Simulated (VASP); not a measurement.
# Ti in VASP: settings compared, part 2 of 2

VASP 6.6.1. The steps go on from the part before.

## Step 4: Single point, r2SCAN+D3(BJ)

This run uses another cell than the first one, of 22.04 Å³/atom, 1.250 times its volume.

Input file POSCAR:

```
Ti
1.0
    3.1777911678      0.0000000000      0.0000000000
   -1.5888955839      2.7520478793      0.0000000000
    0.0000000000      0.0000000000      5.0413771747
Ti
2
Direct
    0.6666666667      0.3333333333      0.7500000000
    0.3333333333      0.6666666667      0.2500000000
```

Input file INCAR.step1:

```
ALGO = Normal
EDIFF = 1E-4
ENCUT = 520
GGA = PE
ISMEAR = 0
LASPH = T
LCHARG = F
LREAL = F
LWAVE = T
NBANDS = 19
NELM = 100
PREC = Accurate
SIGMA = 0.05
```

Input file INCAR.step2:

```
ALGO = Normal
EDIFF = 1E-7
ENCUT = 520
ISIF = 2
ISMEAR = 0
ISTART = 1
IVDW = 12
LASPH = T
LCHARG = T
LELF = T
LMIXTAU = T
LREAL = F
LVHAR = T
LWAVE = F
METAGGA = R2SCAN
NBANDS = 19
NELM = 100
PREC = Accurate
SIGMA = 0.05
VDW_A1 = 0.49484001
VDW_A2 = 5.73083694
VDW_S6 = 1.0
VDW_S8 = 0.78981345
```

Input file KPOINTS:

```
k-points
0
Gamma
  10 10 6
```

Potentials or basis: VASP PAW PBE potentials, release 64 (Ti_sv).

Command:

```sh
> cat potpaw_PBE.64/Ti_sv/POTCAR > POTCAR
> cp INCAR.step1 INCAR
> mpirun -np 1 vasp_std > vasp.out
> cp INCAR.step2 INCAR
> mpirun -np 1 vasp_std > vasp.out
```

OUTCAR:

```text
EDIFF = 1E-7
   ENCUT = 520
   ISIF = 2
   ISMEAR = 0
   ISTART = 1
   IVDW = 12
   LASPH = T
   LREAL = F
   METAGGA = R2SCAN
   NELM = 100
   PREC = Accurate
 IVDW          = 12

 ion  position               nearest neighbor table
   1  0.667  0.333  0.750-
   2  0.333  0.667  0.250-

  LATTYP: Found a hexagonal cell.
 ALAT       =     3.1777911678
 C/A-ratio  =     1.5864406780

  Lattice vectors:

 A1 = (   3.1777911678,   0.0000000000,   0.0000000000)
[... 718 lines left out ...]

 Edisp (eV)   -0.44631

 E8    (eV) :    -0.1698

  FORCE on cell =-STRESS in cart. coord.  units (eV):
  Direction    XX          YY          ZZ          XY          YZ          ZX
  --------------------------------------------------------------------------------------
  -------------------------------------------------------------------------------------
  Total      -5.44829    -5.44829    -5.45807     0.00000    -0.00000     0.00000
  in kB    -197.98853  -197.98853  -198.34388     0.00000    -0.00000     0.00000
  external pressure =     -198.11 kB  Pullay stress =        0.00 kB

 VOLUME and BASIS-vectors are now :
 -----------------------------------------------------------------------------
  energy-cutoff  :      520.00
  volume of cell :       44.09
      direct lattice vectors                 reciprocal lattice vectors
     3.177791168  0.000000000  0.000000000     0.314683989  0.181682886  0.000000000
    -1.588895584  2.752047879  0.000000000     0.000000000  0.363365771  0.000000000
     0.000000000  0.000000000  5.041377175     0.000000000  0.000000000  0.198358497

 POSITION                                       TOTAL-FORCE (eV/Angst)
 -----------------------------------------------------------------------------------
      1.58890      0.91735      3.78103        -0.000000      0.000000      0.000000
     -0.00000      1.83470      1.26034         0.000000      0.000000      0.000000
 -----------------------------------------------------------------------------------
    total drift:                               -0.000000      0.000000     -0.000000

  FREE ENERGIE OF THE ION-ELECTRON SYSTEM (eV)
  ---------------------------------------------------
  free  energy   TOTEN  =       -25.7150424350 eV

  energy  without entropy=      -25.7130646759  energy(sigma->0) =      -25.71405356
```

OUTCAR.step1:

```text
EDIFF = 1E-4
   ENCUT = 520
   GGA = PE
   ISMEAR = 0
   LASPH = T
[... 752 lines left out ...]
 -----------------------------------------------------------------------------------
      1.58890      0.91735      3.78103         0.000000      0.000000      0.000000
     -0.00000      1.83470      1.26034        -0.000000     -0.000000      0.000000
 -----------------------------------------------------------------------------------
    total drift:                               -0.000000      0.000000     -0.000000

  FREE ENERGIE OF THE ION-ELECTRON SYSTEM (eV)
  ---------------------------------------------------
  free  energy   TOTEN  =       -15.0697174163 eV

  energy  without entropy=      -15.0664744358  energy(sigma->0) =      -15.06809593
```

It took 64 s on 1 thread of Intel Xeon 6975P-C (Granite Rapids), shared host; peak memory 0.19 GiB.

What came out:

| Item | Value |
| --- | --- |
| Free energy | -25.7150 eV |
| Pressure | -19.8 GPa |
| Band gap on the k mesh | zero (band 12 reaches 6.78 eV, above the bottom of band 13 at 5.71 eV) |
| Dispersion energy per atom | -0.223 eV |

Caveat: the PAW data sets were made with another functional, which shifts forces and pressure a little; pairwise dispersion overbinds metals, which lowers pressure and volume.

## Step 5: Single point, PBEsol (volume scaled by 0.94)

Input file INCAR:

```
ALGO = Fast
EDIFF = 1E-6
ENCUT = 520
GGA = PS
ISIF = 2
ISMEAR = -1
LASPH = True
LCHARG = False
LREAL = False
LWAVE = False
NBANDS = 19
NELM = 100
PREC = Accurate
SIGMA = 0.05
```

KPOINTS is that of step 4.

Input file POSCAR:

```
Ti
1.0
    2.8897790207      0.0000000000      0.0000000000
   -1.4448895104      2.5026220433      0.0000000000
    0.0000000000      0.0000000000      4.5844629888
Ti
2
Direct
    0.6666666667      0.3333333333      0.7500000000
    0.3333333333      0.6666666667      0.2500000000
```

Potentials or basis: VASP PAW PBE potentials, release 64 (Ti_sv).

Command:

```sh
> cat potpaw_PBE.64/Ti_sv/POTCAR > POTCAR
> mpirun -np 1 vasp_std > vasp.out
```

OUTCAR:

```text
EDIFF = 1E-6
   ENCUT = 520
   GGA = PS
   ISIF = 2
   ISMEAR = -1
   LASPH = True
   LREAL = False
   NELM = 100
   PREC = Accurate

 ion  position               nearest neighbor table
   1  0.667  0.333  0.750-   2 2.84   2 2.84   2 2.84   2 2.84   2 2.84   2 2.84
   2  0.333  0.667  0.250-   1 2.84   1 2.84   1 2.84   1 2.84   1 2.84   1 2.84

  LATTYP: Found a hexagonal cell.
 ALAT       =     2.8897790207
 C/A-ratio  =     1.5864406780

  Lattice vectors:

 A1 = (   2.8897790207,   0.0000000000,   0.0000000000)
 A2 = (  -1.4448895104,   2.5026220433,   0.0000000000)
 A3 = (   0.0000000000,   0.0000000000,   4.5844629888)

Analysis of symmetry for initial positions (statically):
=====================================================================
 Subroutine PRICEL returns:
 Original cell was already a primitive cell.

 Routine SETGRP: Setting up the symmetry group for a
 hexagonal supercell.

 Subroutine GETGRP returns: Found 24 space group operations
 (whereof 12 operations were pure point group operations)
 out of a pool of 24 trial point group operations.

The static configuration has the point symmetry D_3d.
 The point group associated with its full space group is D_6h.

Analysis of symmetry for dynamics (positions and initial velocities):
=====================================================================
 Subroutine PRICEL returns:
 Original cell was already a primitive cell.

 Routine SETGRP: Setting up the symmetry group for a
 hexagonal supercell.

 Subroutine GETGRP returns: Found 24 space group operations
 (whereof 12 operations were pure point group operations)
 out of a pool of 24 trial point group operations.

The dynamic configuration has the point symmetry D_3d.
 The point group associated with its full space group is D_6h.

 Subroutine INISYM returns: Found 24 space group operations
 (whereof 12 operations are pure point group operations),
 and found     1 'primitive' translations

----------------------------------------------------------------------------------------

                                     Primitive cell

  volume of cell :      33.1549

  direct lattice vectors                    reciprocal lattice vectors
     2.889779021  0.000000000  0.000000000     0.346047221  0.199790456  0.000000000
    -1.444889510  2.502622043  0.000000000     0.000000000  0.399580913  0.000000000
     0.000000000  0.000000000  4.584462989     0.000000000  0.000000000  0.218128056

  length of vectors
     2.889779021  2.889779021  4.584462989     0.399580913  0.399580913  0.218128056

  position of ions in fractional coordinates (direct lattice)
     0.666666667  0.333333333  0.750000000
     0.333333333  0.666666667  0.250000000

  ion indices of the primitive-cell ions
   primitive index   ion index
                 1           1
                 2           2

----------------------------------------------------------------------------------------

 KPOINTS: k-points

Automatic generation of k-mesh.
 Grid dimensions read from file:
 generate k-points for:   10   10    6

 Generating k-lattice:

  Cartesian coordinates                     Fractional coordinates (reciprocal lattice)
     0.034604722  0.019979046  0.000000000     0.100000000  0.000000000  0.000000000
     0.000000000  0.039958091  0.000000000     0.000000000  0.100000000  0.000000000
     0.000000000  0.000000000  0.036354676     0.000000000  0.000000000  0.166666667

  Length of vectors
     0.039958091  0.039958091  0.036354676

  Shift w.r.t. Gamma in fractional coordinates (k-lattice)
     0.000000000  0.000000000  0.000000000

 Subroutine IBZKPT returns following result:
 ===========================================

 Found     56 irreducible k-points:

 Following reciprocal coordinates:
            Coordinates               Weight
  0.000000  0.000000  0.000000      1.000000
  0.100000  0.000000  0.000000      6.000000
  0.200000  0.000000  0.000000      6.000000
  0.300000  0.000000  0.000000      6.000000
  0.400000  0.000000  0.000000      6.000000
  0.500000  0.000000  0.000000      3.000000
[... 16 lines left out ...]
  0.300000  0.100000  0.166667     24.000000
  0.400000  0.100000  0.166667     24.000000
 [... further k-points ...]
   k-points           NKPTS =     56   k-points in BZ     NKDIM =     56   number of bands    NBANDS=     19
   number of dos      NEDOS =    301   number of ions     NIONS =      2
   total plane-waves  NPLWV =  20736
   dimension x,y,z NGX =    24 NGY =   24 NGZ =   36
   dimension x,y,z NGXF=    48 NGYF=   48 NGZF=   72
   ions per type =               2
   NGX,Y,Z   is equivalent  to a cutoff of  13.81, 13.81, 13.05 a.u.
   NGXF,Y,Z  is equivalent  to a cutoff of  27.61, 27.61, 26.11 a.u.
 SYSTEM =  unknown system
   PREC   = accura    normal or accurate (medium, high low for compatibility)
   ISTART =      0    job   : 0-new  1-cont  2-samecut
   ICHARG =      2    charge: 1-file 2-atom 10-const
   ISPIN  =      1    spin polarized calculation?
   LNONCOLLINEAR =      F non collinear calculations
   LSORBIT =      F    spin-orbit coupling
   LASPH  =      T    aspherical Exc in radial PAW
   ENCUT  =  520.0 eV  38.22 Ry    6.18 a.u.   5.37  5.37  8.52*2*pi/ulx,y,z
   NELM   =    100;   NELMIN=  2; NELMDL= -5     # of ELM steps
   EDIFF  = 0.1E-05   stopping-criterion for ELM
   LREAL  =      F    real-space projection
   EDIFFG = 0.1E-04   stopping-criterion for IOM
   NSW    =      0    number of steps for IOM
   IBRION =     -1    ionic relax: 0-MD 1-quasi-New 2-CG
   NFREE  =      0    steps in history (QN), initial steepest desc. (CG)
   ISIF   =      2    stress and relaxation
   ISYM   =      2    0-nonsym 1-usesym 2-fastsym
   POTIM  = 0.5000    time-step for ionic-motion
   TEBEG  =    0.0;   TEEND  =   0.0 temperature during run
   PSTRESS=    0.0 pullay stress
   NELECT =      24.0000    total number of electrons
   NUPDOWN=      -1.0000    fix difference up-down
   EMIN   =  10.00;   EMAX   =-10.00  energy-range for DOS
   EFERMI =   0.00;   METHOD = LEGACY
   ISMEAR =    -1;   SIGMA  =   0.05  broadening in eV -4-tet -1-fermi 0-gaus
   EFERMI_NEDOS =   21; number of points for ismear=-14 and -15
   IALGO  =     68    algorithm
   IMIX   =      4    mixing-type and parameters
     AMIX     =   0.40;   BMIX     =  1.00
     AMIX_MAG =   1.60;   BMIX_MAG =  1.00
  volume/ion in A,a.u.               =      16.58       111.87
  Fermi-wavevector in a.u.,A,eV,Ry     =   1.469927  2.777759 29.397912  2.160686
  Thomas-Fermi vector in A             =   2.585245
   LORBIT       =      0    0 simple, 1 ext, 2 COOP (PROOUT), +10 PAW based schemes
   GGA     = PS    functional components
   LHFCALC =     F    Hartree Fock is set to
   AEXX    =    0.0000 exact exchange contribution
   IVDW    =     0    specifies the selected vdW correction
   LEPSILON=     F    determine dielectric tensor
   LRPA    =     F    only Hartree local field effects (RPA)
 non-spin polarized calculation
 RMM-DIIS sequential band-by-band and
  energy-cutoff  :      520.00
  volume of cell :       33.15
 maximum number of plane-waves:       917
 NGX is ok and might be reduce to    24

 number of electron      24.0000001 magnetization

 Free energy of the ion-electron system (eV)
  ---------------------------------------------------
  ext. energy  EPLUGINS =         0.00000000
  ---------------------------------------------------
  free energy    TOTEN  =       -16.68447178 eV

  energy without entropy =      -16.66510994  energy(sigma->0) =      -16.67479086

 E-fermi :   8.7003     XC(G=0): -11.8599

 val. band max:        8.6902465161   @ k =   0.3000   0.2000   0.5000
 cond. band min:       8.7208135666   @ k =   0.1000   0.0000   0.1667
 fundamental gap:      0.0305670505
 Fermi energy:         8.7002627668

 k-point     1 :       0.0000    0.0000    0.0000
  band No.  band energies     occupation
      1     -47.8407      2.00000
      2     -47.6732      2.00000
      3     -24.5901      2.00000
      4     -23.8361      2.00000
      5     -23.8361      2.00000
      6     -23.7578      2.00000
[... 11 lines left out ...]
     18      10.4188      0.00000
     19      12.0523      0.00000

 k-point     2 :       0.1000    0.0000    0.0000
  band No.  band energies     occupation
      1     -47.8287      2.00000
      2     -47.6684      2.00000
      3     -24.5644      2.00000
      4     -23.8891      2.00000
      5     -23.8536      2.00000
      6     -23.7746      2.00000
[... 476 lines left out ...]
 k-point    24 :       0.4000    0.1000    0.1667
  band No.  band energies     occupation
      1     -47.6920      2.00000
      2     -47.6445      2.00000
      3     -24.4191      2.00000
      4     -24.2861      2.00000
      5     -24.1553      2.00000
      6     -24.0111      2.00000
[... 11 lines left out ...]
     18      12.3567      0.00000
     19      13.1323      0.00000

 [... further k-points ...]
[... 5 lines left out ...]
  --------------------------------------------------------------------------------------
  -------------------------------------------------------------------------------------
  Total        0.1663110      0.1663110      0.0408631     -0.0000000     -0.0000000      0.0000000
  in kB        8.0368028      8.0368028      1.9746674     -0.0000000     -0.0000000      0.0000000
  external PRESSURE =       6.0160910 kB  Pullay stress =       0.0000000 kB

 VOLUME and BASIS-vectors are now :
 -----------------------------------------------------------------------------
  energy-cutoff  :      520.00
  volume of cell :       33.15
      direct lattice vectors                 reciprocal lattice vectors
     2.889779021  0.000000000  0.000000000     0.346047221  0.199790456  0.000000000
    -1.444889510  2.502622043  0.000000000     0.000000000  0.399580913  0.000000000
     0.000000000  0.000000000  4.584462989     0.000000000  0.000000000  0.218128056

 POSITION                                       TOTAL-FORCE (eV/Angst)
 -----------------------------------------------------------------------------------
      1.44489      0.83421      3.43835         0.000000     -0.000000      0.000000
     -0.00000      1.66841      1.14612        -0.000000      0.000000      0.000000
 -----------------------------------------------------------------------------------
    total drift:                                0.000000     -0.000000      0.000000

  FREE ENERGIE OF THE ION-ELECTRON SYSTEM (eV)
  ---------------------------------------------------
  free  energy   TOTEN  =       -16.6844717829 eV

  energy  without entropy=      -16.6651099372  energy(sigma->0) =      -16.67479086
```

OSZICAR:

```text
N       E                     dE             d eps       ncg     rms          rms(c)
DAV:   1     0.265040359790E+03    0.26504E+03   -0.12928E+04  2128   0.159E+03
DAV:   2     0.113412213296E+02   -0.25370E+03   -0.24973E+03  2188   0.443E+02
DAV:   3    -0.176794063559E+02   -0.29021E+02   -0.28634E+02  3980   0.124E+02
[... 29 lines left out ...]
RMM:  33    -0.166844676059E+02   -0.20245E-05   -0.24130E-05  1913   0.162E-02    0.921E-03
RMM:  34    -0.166844689210E+02   -0.13151E-05   -0.16360E-05  1943   0.149E-02    0.992E-03
RMM:  35    -0.166844701391E+02   -0.12181E-05   -0.15225E-05  1833   0.136E-02    0.102E-02
RMM:  36    -0.166844710798E+02   -0.94068E-06   -0.11719E-05  1836   0.126E-02    0.110E-02
RMM:  37    -0.166844717829E+02   -0.70306E-06   -0.92823E-06  1731   0.116E-02
   1 F= -.16684472E+02 E0= -.16674791E+02  d E =-.193618E-01
```

Run time: 60 s. Hardware: 1 thread of Intel Xeon Platinum 8375C at 2.90GHz (Ice Lake), shared host; peak memory 0.16 GiB.

Results:

```yaml
Free_energy: -16.6845 eV
Pressure: 0.6 GPa
Band_gap_on_the_k_mesh: zero (band 12 reaches 9.51 eV, above the bottom of band 13 at 8.51 eV)
```

Caveat: the cell differs from its parent crystal (volume scaled by 0.94); the PAW data sets were made with another functional, which shifts forces and pressure a little.

## Step 6: Overview

```csv
level,cell,smearing,gap on the mesh (eV),pressure (GPa)
PBE,"a = 2.950, b = 2.950, c = 4.680 Å, angles 90.0, 90.0, 120.0°, 2 atoms",fermi-dirac 0.05 eV,none,-1.7
revPBE+D3(BJ),"a = 2.950, b = 2.950, c = 4.680 Å, angles 90.0, 90.0, 120.0°, 2 atoms",fermi-dirac 0.1 eV,none,-10.1
r2SCAN+D3(BJ),"a = 3.178, b = 3.178, c = 5.041 Å, angles 90.0, 90.0, 120.0°, 2 atoms",gaussian 0.05 eV,none,-19.8
PBEsol,"a = 2.890, b = 2.890, c = 4.584 Å, angles 90.0, 90.0, 120.0°, 2 atoms",fermi-dirac 0.05 eV,none,0.6
```

Some of these runs hold the atoms at other places in the same cell, which the table doesn't show; runs alike in all that it shows share one row.

Alike in all rows: task single point; potentials or basis VASP PAW PBE potentials, release 64 (Ti_sv); no spin polarisation; k mesh 10 × 10 × 6; cutoff (eV) 520.

Caveats: the PAW data sets were made with another functional, which shifts forces and pressure a little (some runs); pairwise dispersion overbinds metals, which lowers pressure and volume (some runs).

Absolute energies hang on the potentials; compare differences alone.
